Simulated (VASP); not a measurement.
Runs of VASP 6.6.1 on Ti4C. The structure is that of space group Pm-3m (No. 221), or close to it. The cells are those of the table. The cell was built from a structure type or drawn by symmetry, and may not be a known phase.

```csv
task,spin,cell,k mesh,cutoff (eV),gap on the mesh (eV),pressure (GPa)
single point,collinear,"a = 4.227 Å, 5 atoms",4 × 4 × 4,520,none,-0.2
single point,off,"a = 4.229 Å, 5 atoms",10 × 10 × 10,520,none,-0.1
relaxation of cell and atoms,off,"relaxed from a = 4.227 Å, 5 atoms",10 × 10 × 10,600,none,-0.1
single point,off,"a = 4.227 Å, angles 89.9°, 5 atoms",6 × 6 × 6,520,none,(a)
```

Alike in all rows: level PBE; potentials or basis VASP PAW PBE potentials, release 64 (Ti_sv, C); smearing gaussian 0.1 eV.

Problem. Fill in the values left out.

Solution. (a) 0.1.

Caveats: some runs use coarse meshes.

A gap of «none» marks levels without a gap at the run's occupations.
